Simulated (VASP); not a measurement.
# MoH4 (P4/mmm) in VASP: further runs

Runs on MoH4. Level: PBE. Tasks: single point, relaxation of cell and atoms.

Program: VASP 6.6.1. These are calculated values, not measurements. Logs are shortened: lines on timing, memory, paths and dates and some standing lists are left out, and cuts for length are marked.

## 1. The cell of the first run

It takes space group P4/mmm (No. 123, tetragonal). The conventional cell has a = 3.831 Å, b = 3.831 Å, c = 5.418 Å, α = 90.00°, β = 90.00°, γ = 90.00°. Within 3.1 Å of H (site symmetry 2mm) lie 2 Mo at 2.35 Å and 6 H at 2.71 Å. Mo (site symmetry 4/mmm) has 8 H at 2.35 Å within 3.1 Å.

## 2. Single point, PBE

INCAR reads:

```
ALGO = Normal
EDIFF = 1E-6
ENCUT = 520
GGA = PE
ISIF = 2
ISMEAR = 0
LASPH = T
LCHARG = F
LREAL = F
LWAVE = F
NBANDS = 17
NELM = 100
PREC = Accurate
SIGMA = 0.1
```

KPOINTS reads:

```
k-points
0
Gamma
  4 4 4
```

POSCAR reads:

```
MoH4
1.0
    3.8310019600      0.0000000000      0.0000000000
    0.0000000000      3.8310019600      0.0000000000
    0.0000000000      0.0000000000      5.4178549300
H Mo
4 1
Direct
    0.5000000000      0.0000000000      0.2500000000
    0.0000000000      0.5000000000      0.7500000000
    0.5000000000      0.0000000000      0.7500000000
    0.0000000000      0.5000000000      0.2500000000
    0.0000000000      0.0000000000      0.0000000000
```

Potentials or basis: VASP PAW PBE potentials, release 64 (H, Mo_sv).

The run is started by

```
$ cat potpaw_PBE.64/H/POTCAR potpaw_PBE.64/Mo_sv/POTCAR > POTCAR
$ mpirun -np 1 vasp_std > vasp.out
```

OUTCAR:

```text
EDIFF = 1E-6
   ENCUT = 520
   GGA = PE
   ISIF = 2
   ISMEAR = 0
   LASPH = T
   LREAL = F
   NELM = 100
   PREC = Accurate

 ion  position               nearest neighbor table
   1  0.500  0.000  0.250-
   2  0.000  0.500  0.750-
   3  0.500  0.000  0.750-
   4  0.000  0.500  0.250-
   5  0.000  0.000  0.000-

  LATTYP: Found a simple tetragonal cell.
 ALAT       =     3.8310019600
 C/A-ratio  =     1.4142135626

  Lattice vectors:

 A1 = (   3.8310019600,   0.0000000000,   0.0000000000)
 A2 = (   0.0000000000,   3.8310019600,   0.0000000000)
 A3 = (   0.0000000000,   0.0000000000,   5.4178549300)

Analysis of symmetry for initial positions (statically):
=====================================================================
 Subroutine PRICEL returns:
 Original cell was already a primitive cell.

 Routine SETGRP: Setting up the symmetry group for a
 simple tetragonal supercell.

 Subroutine GETGRP returns: Found 16 space group operations
 (whereof 16 operations were pure point group operations)
 out of a pool of 16 trial point group operations.

The static configuration has the point symmetry D_4h.

Analysis of symmetry for dynamics (positions and initial velocities):
=====================================================================
 Subroutine PRICEL returns:
 Original cell was already a primitive cell.

 Routine SETGRP: Setting up the symmetry group for a
 simple tetragonal supercell.

 Subroutine GETGRP returns: Found 16 space group operations
 (whereof 16 operations were pure point group operations)
 out of a pool of 16 trial point group operations.

The dynamic configuration has the point symmetry D_4h.

 Subroutine INISYM returns: Found 16 space group operations
 (whereof 16 operations are pure point group operations),
 and found     1 'primitive' translations

----------------------------------------------------------------------------------------

                                     Primitive cell

  volume of cell :      79.5156

  direct lattice vectors                    reciprocal lattice vectors
     3.831001960  0.000000000  0.000000000     0.261028319  0.000000000  0.000000000
     0.000000000  3.831001960  0.000000000     0.000000000  0.261028319  0.000000000
     0.000000000  0.000000000  5.417854930     0.000000000  0.000000000  0.184574894

  length of vectors
     3.831001960  3.831001960  5.417854930     0.261028319  0.261028319  0.184574894

  position of ions in fractional coordinates (direct lattice)
     0.500000000  0.000000000  0.250000000
     0.000000000  0.500000000  0.750000000
     0.500000000  0.000000000  0.750000000
     0.000000000  0.500000000  0.250000000
     0.000000000  0.000000000  0.000000000

  ion indices of the primitive-cell ions
   primitive index   ion index
                 1           1
                 2           2
                 3           3
                 4           4
                 5           5

----------------------------------------------------------------------------------------

 KPOINTS: k-points

Automatic generation of k-mesh.
 Grid dimensions read from file:
 generate k-points for:    4    4    4

 Generating k-lattice:

  Cartesian coordinates                     Fractional coordinates (reciprocal lattice)
     0.065257080  0.000000000  0.000000000     0.250000000  0.000000000  0.000000000
     0.000000000  0.065257080  0.000000000     0.000000000  0.250000000  0.000000000
     0.000000000  0.000000000  0.046143724     0.000000000  0.000000000  0.250000000

  Length of vectors
     0.065257080  0.065257080  0.046143724

  Shift w.r.t. Gamma in fractional coordinates (k-lattice)
     0.000000000  0.000000000  0.000000000

 Subroutine IBZKPT returns following result:
 ===========================================

 Found     18 irreducible k-points:

 Following reciprocal coordinates:
            Coordinates               Weight
  0.000000  0.000000  0.000000      1.000000
  0.250000  0.000000  0.000000      4.000000
  0.500000  0.000000  0.000000      2.000000
  0.250000  0.250000  0.000000      4.000000
  0.500000  0.250000  0.000000      4.000000
  0.500000  0.500000  0.000000      1.000000
[... 10 lines left out ...]
  0.500000  0.250000  0.500000      4.000000
  0.500000  0.500000  0.500000      1.000000
   k-points           NKPTS =     18   k-points in BZ     NKDIM =     18   number of bands    NBANDS=     17
   number of dos      NEDOS =    301   number of ions     NIONS =      5
   total plane-waves  NPLWV =  31360
   dimension x,y,z NGX =    28 NGY =   28 NGZ =   40
   dimension x,y,z NGXF=    56 NGYF=   56 NGZF=   80
   ions per type =               4   1
   NGX,Y,Z   is equivalent  to a cutoff of  12.15, 12.15, 12.27 a.u.
   NGXF,Y,Z  is equivalent  to a cutoff of  24.30, 24.30, 24.55 a.u.
 SYSTEM =  unknown system
   PREC   = accura    normal or accurate (medium, high low for compatibility)
   ISTART =      0    job   : 0-new  1-cont  2-samecut
   ICHARG =      2    charge: 1-file 2-atom 10-const
   ISPIN  =      1    spin polarized calculation?
   LNONCOLLINEAR =      F non collinear calculations
   LSORBIT =      F    spin-orbit coupling
   LASPH  =      T    aspherical Exc in radial PAW
   ENCUT  =  520.0 eV  38.22 Ry    6.18 a.u.   7.12  7.12 10.07*2*pi/ulx,y,z
   NELM   =    100;   NELMIN=  2; NELMDL= -5     # of ELM steps
   EDIFF  = 0.1E-05   stopping-criterion for ELM
   LREAL  =      F    real-space projection
   EDIFFG = 0.1E-04   stopping-criterion for IOM
   NSW    =      0    number of steps for IOM
   IBRION =     -1    ionic relax: 0-MD 1-quasi-New 2-CG
   NFREE  =      0    steps in history (QN), initial steepest desc. (CG)
   ISIF   =      2    stress and relaxation
   ISYM   =      2    0-nonsym 1-usesym 2-fastsym
   POTIM  = 0.5000    time-step for ionic-motion
   TEBEG  =    0.0;   TEEND  =   0.0 temperature during run
   PSTRESS=    0.0 pullay stress
   NELECT =      18.0000    total number of electrons
   NUPDOWN=      -1.0000    fix difference up-down
   EMIN   =  10.00;   EMAX   =-10.00  energy-range for DOS
   EFERMI =   0.00;   METHOD = LEGACY
   ISMEAR =     0;   SIGMA  =   0.10  broadening in eV -4-tet -1-fermi 0-gaus
   EFERMI_NEDOS =   21; number of points for ismear=-14 and -15
   IALGO  =     38    algorithm
   IMIX   =      4    mixing-type and parameters
     AMIX     =   0.40;   BMIX     =  1.00
     AMIX_MAG =   1.60;   BMIX_MAG =  1.00
  volume/ion in A,a.u.               =      15.90       107.32
  Fermi-wavevector in a.u.,A,eV,Ry     =   0.997734  1.885445 13.544246  0.995474
  Thomas-Fermi vector in A             =   2.129911
   LORBIT       =      0    0 simple, 1 ext, 2 COOP (PROOUT), +10 PAW based schemes
   GGA     = PE    functional components
   LHFCALC =     F    Hartree Fock is set to
   AEXX    =    0.0000 exact exchange contribution
   IVDW    =     0    specifies the selected vdW correction
   LEPSILON=     F    determine dielectric tensor
   LRPA    =     F    only Hartree local field effects (RPA)
 non-spin polarized calculation
 Gauss-broadening in eV      SIGMA  =   0.10
  energy-cutoff  :      520.00
  volume of cell :       79.52
 maximum number of plane-waves:      2180
   NGX = 15   NGY = 15   NGZ = 21

 number of electron      17.9999992 magnetization

 Free energy of the ion-electron system (eV)
  ---------------------------------------------------
  ext. energy  EPLUGINS =         0.00000000
  ---------------------------------------------------
  free energy    TOTEN  =       -17.47972203 eV

  energy without entropy =      -17.43379192  energy(sigma->0) =      -17.45675697

 E-fermi :  -1.2356     XC(G=0):  -7.4105

 val. band max:       -1.2578368274   @ k =   0.5000   0.0000   0.2500
 cond. band min:      -1.2168678820   @ k =   0.2500   0.2500   0.0000
 fundamental gap:      0.0409689453
 Fermi energy:        -1.2355572540

 k-point     1 :       0.0000    0.0000    0.0000
  band No.  band energies     occupation
      1     -62.8726      2.00000
      2     -36.8348      2.00000
      3     -36.8348      2.00000
      4     -36.7461      2.00000
      5      -6.0833      2.00000
      6      -3.7584      2.00000
[... 9 lines left out ...]
     16       6.8202      0.00000
     17      10.5298      0.00000

 k-point     2 :       0.2500    0.0000    0.0000
  band No.  band energies     occupation
      1     -62.8720      2.00000
      2     -36.8470      2.00000
      3     -36.8340      2.00000
      4     -36.7447      2.00000
      5      -5.5254      2.00000
      6      -3.6182      2.00000
[... 9 lines left out ...]
     16       7.6941      0.00000
     17       9.3225      0.00000

 k-point     3 :       0.5000    0.0000    0.0000
  band No.  band energies     occupation
      1     -62.8715      2.00000
      2     -36.8593      2.00000
      3     -36.8332      2.00000
      4     -36.7434      2.00000
      5      -4.7239      2.00000
      6      -3.5551      2.00000
[... 9 lines left out ...]
     16       7.5241      0.00000
     17       8.5014      0.00000

 k-point     4 :       0.2500    0.2500    0.0000
  band No.  band energies     occupation
      1     -62.8715      2.00000
      2     -36.8463      2.00000
      3     -36.8461      2.00000
      4     -36.7434      2.00000
      5      -4.9311      2.00000
      6      -3.4282      2.00000
[... 9 lines left out ...]
     16       7.6922      0.00000
     17       8.5688      0.00000
[... 223 lines left out ...]
      1     -62.8715      2.00000
      2     -36.8462      2.00000
      3     -36.8461      2.00000
      4     -36.7436      2.00000
      5      -4.4139      2.00000
      6      -3.8890      2.00000
[... 9 lines left out ...]
     16       7.0978      0.00000
     17       8.1149      0.00000

 k-point    17 :       0.5000    0.2500    0.5000
  band No.  band energies     occupation
      1     -62.8710      2.00000
      2     -36.8584      2.00000
      3     -36.8453      2.00000
      4     -36.7422      2.00000
      5      -3.8276      2.00000
      6      -3.6402      2.00000
[... 9 lines left out ...]
     16       6.7720      0.00000
     17       7.0781      0.00000

 k-point    18 :       0.5000    0.5000    0.5000
  band No.  band energies     occupation
      1     -62.8705      2.00000
      2     -36.8575      2.00000
      3     -36.8575      2.00000
      4     -36.7409      2.00000
      5      -3.6950      2.00000
      6      -3.6950      2.00000
[... 9 lines left out ...]
     16       5.8307      0.00000
     17       6.6842      0.00000

------------------------ aborting loop because EDIFF is reached ----------------------------------------

  FORCE on cell =-STRESS in cart. coord.  units (eV):
  Direction    XX          YY          ZZ          XY          YZ          ZX
  --------------------------------------------------------------------------------------
  -------------------------------------------------------------------------------------
  Total      -12.1307589    -12.1307589     -7.8516701      0.0000000     -0.0000000      0.0000000
  in kB     -244.4254552   -244.4254552   -158.2051089      0.0000000     -0.0000000      0.0000000
  external PRESSURE =    -215.6853398 kB  Pullay stress =       0.0000000 kB

 VOLUME and BASIS-vectors are now :
 -----------------------------------------------------------------------------
  energy-cutoff  :      520.00
  volume of cell :       79.52
      direct lattice vectors                 reciprocal lattice vectors
     3.831001960  0.000000000  0.000000000     0.261028319  0.000000000  0.000000000
     0.000000000  3.831001960  0.000000000     0.000000000  0.261028319  0.000000000
     0.000000000  0.000000000  5.417854930     0.000000000  0.000000000  0.184574894

 POSITION                                       TOTAL-FORCE (eV/Angst)
 -----------------------------------------------------------------------------------
      1.91550      0.00000      1.35446         0.000000     -0.000000     -1.414329
      0.00000      1.91550      4.06339         0.000000      0.000000      1.414329
      1.91550      0.00000      4.06339         0.000000     -0.000000      1.414329
      0.00000      1.91550      1.35446        -0.000000     -0.000000     -1.414329
      0.00000      0.00000      0.00000        -0.000000      0.000000     -0.000000
 -----------------------------------------------------------------------------------
    total drift:                               -0.000000      0.000000     -0.000000

  FREE ENERGIE OF THE ION-ELECTRON SYSTEM (eV)
  ---------------------------------------------------
  free  energy   TOTEN  =       -17.4797220268 eV

  energy  without entropy=      -17.4337919165  energy(sigma->0) =      -17.45675697
```

Run time: 21 s. Hardware: 1 thread of AMD EPYC 7R43 (Zen 3), shared host; peak memory 0.14 GiB.

What came out:

```yaml
Free_energy: -17.4797 eV
Pressure: -21.6 GPa
Largest_force: 1.414 eV/Å
Band_gap_on_the_k_mesh: zero (band 9 reaches -1.11 eV, above the bottom of band 10 at -1.28 eV)
```

Forces on the atoms (eV/Å):
```
H    0.000  0.000 -1.414
H    0.000  0.000  1.414
H    0.000  0.000  1.414
H    0.000  0.000 -1.414
Mo   0.000  0.000  0.000
```

Stress tensor (GPa, compression positive):
```
-24.44   0.00   0.00
  0.00 -24.44   0.00
  0.00   0.00 -15.82
```

Levels at points of the mesh, in eV from the Fermi level:
```csv
k point,band 7,band 8,band 9,band 10,band 11,band 12
"(0.00, 0.00, 0.00)",-1.66,-0.48,0.12,0.12,0.51,1.93
"(0.50, 0.00, 0.00)",-2.29,-0.26,-0.12,0.08,0.19,1.22
"(0.50, 0.50, 0.00)",-1.72,-1.72,-0.74,0.10,0.74,3.52
"(0.00, 0.00, 0.50)",-2.42,-0.19,0.09,0.09,0.51,1.29
"(0.50, 0.00, 0.50)",-1.74,-1.13,0.02,0.08,0.17,1.33
"(0.50, 0.50, 0.50)",-1.20,-1.20,-0.72,0.31,0.74,3.28
```

Caveat: the k points lie up to 0.41 Å⁻¹ apart; forces of over 1 eV/Å act on the atoms, so gaps and moduli don't describe the material at rest.

## 3. Relaxation of cell and atoms, PBE

This run uses another cell than the first one, of 9.15 Å³/atom, 0.575 times its volume.

INCAR reads:

```
PREC = Accurate
ENCUT = 600
EDIFF = 1E-6
ISMEAR = 0
SIGMA = 0.1
LREAL = False
LASPH = True
NELM = 100
ALGO = Normal
ISIF = 3
LWAVE = False
LCHARG = False
GGA = PE
IBRION = 2
NSW = 90
EDIFFG = -0.04
```

KPOINTS reads:

```
regular mesh
0
Gamma
  6 6 4
```

POSCAR reads:

```
MoH4
1.0
    2.7932173132      0.0000000000      0.0000000000
    0.0000000000      2.7932173132      0.0000000000
    0.0000000000      0.0000000000      5.8638893167
H Mo
4 1
Direct
    0.5000000000      0.0000000000      0.2137846230
    0.0000000000      0.5000000000      0.7862153770
    0.5000000000      0.0000000000      0.7862153770
    0.0000000000      0.5000000000      0.2137846230
    0.0000000000      0.0000000000      0.0000000000
```

Potentials or basis: VASP PAW PBE potentials, release 64 (H, Mo_sv).

The run is started by

```
$ cat potpaw_PBE.64/H/POTCAR potpaw_PBE.64/Mo_sv/POTCAR > POTCAR
$ mpirun -np 1 vasp_std > vasp.out
```

It took 40 s on 1 thread of AMD EPYC 7R43 (Zen 3), shared host; peak memory 0.14 GiB.

The run converged. Its results:

```
Free energy                            : -23.1782 eV
Relaxed volume                         : 9.09 Å³/atom
Relaxed cell                           : a = 2.786 Å, b = 2.786 Å, c = 5.855 Å, α = 90.00°, β = 90.00°, γ = 90.00°
Space group after relaxing (to 0.05 Å) : P4/mmm (No. 123)
Energy gained by relaxing              : 0.2 meV/atom
Ionic steps                            : 2
Pressure after relaxing                : 0.1 GPa
Largest force after relaxing           : 0.020 eV/Å
Band gap on the k mesh                 : zero (band 9 reaches 3.27 eV, above the bottom of band 10 at 1.80 eV)
```

Forces in eV/Å, atoms in the order of the input:
```
H    0.000  0.000  0.020
H    0.000  0.000 -0.020
H    0.000  0.000 -0.020
H    0.000  0.000  0.020
Mo   0.000  0.000  0.000
```

Stress tensor (GPa, compression positive):
```
-0.03  0.00  0.00
 0.00 -0.03  0.00
 0.00  0.00  0.25
```

Step by step:
| step | energy change (eV) | largest force (eV/Å) | pressure (GPa) | volume (Å³) |
| --- | --- | --- | --- | --- |
| 1 | 0.0000 | 0.0240 | -0.81 | 45.75 |
| 2 | -0.0008 | 0.0202 | 0.06 | 45.45 |

Final structure:
```
H Mo
1.0
     2.78597    0.00000    0.00000
     0.00000    2.78597    0.00000
     0.00000    0.00000    5.85524
H Mo
4 1
Cartesian
  1.3930 2.7860 1.2506
  0.0000 1.3930 4.6046
  1.3930 2.7860 4.6046
  2.7860 1.3930 1.2506
  2.7860 2.7860 0.0000
```

Levels at points of the mesh, in eV from the Fermi level:
```
           k point  band 6  band 7  band 8  band 9  band 10  band 11  band 12  band 13
(0.00, 0.00, 0.00)   -4.83   -4.49   -2.25    1.43     1.43     3.13     3.95     5.52
(0.50, 0.00, 0.00)   -5.19   -2.89   -1.05   -1.03     0.84     1.87     5.50     7.24
(0.50, 0.50, 0.00)   -4.59   -3.44   -0.84   -0.84     0.97     4.60     8.44     8.44
(0.00, 0.00, 0.50)   -5.22   -4.49   -2.06    1.43     1.43     3.13     3.88     6.51
(0.50, 0.00, 0.50)   -5.12   -2.72   -1.37   -0.90     0.84     1.87     5.73     6.03
(0.50, 0.50, 0.50)   -4.63   -3.43   -0.71   -0.71     1.04     4.60     7.76     7.76
```

Caveat: the k points lie up to 0.38 Å⁻¹ apart in the final cell.
